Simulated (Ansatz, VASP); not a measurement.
## BeCdTe4: VASP beside Ansatz

File INCAR:

```
SYSTEM = BeCdTe4
  PREC = Accurate
  ENCUT = 600
  EDIFF = 1E-7
  ISMEAR = 0
  SIGMA = 0.1
  LREAL = .FALSE.
  LASPH = .TRUE.
  NELM = 100
  ALGO = Normal
  ISIF = 3
  LWAVE = .FALSE.
  LCHARG = .FALSE.
  GGA = PE
  IBRION = 2
  NSW = 100
  EDIFFG = -0.01
```

KPOINTS

```
Automatic mesh
0
G
  8 8 8
  0 0 0
```

POSCAR

```
BeCdTe4
1.0
    0.0000000000      4.4717944200      4.4717944200
    4.4717944200      0.0000000000      4.4717944200
    4.4717944200      4.4717944200      0.0000000000
Be Cd Te
1 1 4
Direct
    0.0000000000      0.0000000000      0.0000000000
    0.7500000000      0.7500000000      0.7500000000
    0.8746970000      0.3751010000      0.3751010000
    0.3751010000      0.3751010000      0.3751010000
    0.3751010000      0.8746970000      0.3751010000
    0.3751010000      0.3751010000      0.8746970000
```

Input for Ansatz:

```yaml
crystal:
  lattice:
    - [0.0, 4.47179442, 4.47179442]
    - [4.47179442, 0.0, 4.47179442]
    - [4.47179442, 4.47179442, 0.0]
  atoms:
    - { symbol: Be, position: [0.0, 0.0, 0.0] }
    - { symbol: Cd, position: [0.75, 0.75, 0.75] }
    - { symbol: Te, position: [0.874697, 0.375101, 0.375101] }
    - { symbol: Te, position: [0.375101, 0.375101, 0.375101] }
    - { symbol: Te, position: [0.375101, 0.874697, 0.375101] }
    - { symbol: Te, position: [0.375101, 0.375101, 0.874697] }
basis:
  ecutwfc: 420
kpoints:
  mp_grid: { grid: [8, 8, 8] }
hamiltonian:
  xc: pbe
scf:
  occupations: { method: gaussian, width: 0.1 }
output:
  forces: true
  stress: true
  eigenvalues: true
  write_density: true
  write_potential: true
  elf: true
  volumetric_format: npy
relax:
  adjacent_minimum: "off"
  f_tol: 0.01
  max_steps: 80
  cell: { stress_tol: 0.05 }
```

Change from the starting cell: species swapped into the ZrTaCo4 type (F-43m, No. 216).

Alike in both runs: task relaxation of cell and atoms; functional PBE; k mesh 8 × 8 × 8; occupations gaussian, width 0.1 eV; no spin polarisation.

|  | VASP | Ansatz |
| --- | --- | --- |
| version | VASP 6.6.1 | Ansatz 0.2.0 |
| potentials or method | VASP PAW PBE potentials, release 64 (Be, Cd, Te), cutoff 600 eV | scalar-relativistic, plane waves, PAW |
| valence electrons in the cell | 38 | 86 |

VASP gave:

```
gap on the k mesh at the Fermi level, each at its own relaxed structure (eV) : none
relaxed volume (Å³/atom)                                                     : 30.57
relaxed cell length with the largest relative difference (Å)                 : 6.378
```

Question: Which values does Ansatz return?

Answer: gap on the k mesh at the Fermi level, each at its own relaxed structure (eV): none; relaxed volume (Å³/atom): 30.60; relaxed cell length with the largest relative difference (Å): 6.379.

A gap of «none» marks a metal or a gap that the smearing closes. VASP's potentials hold 38 valence electrons a cell and Ansatz's 86, so a difference there can come from the potentials and not from the codes.

Spin-orbit coupling is off throughout.
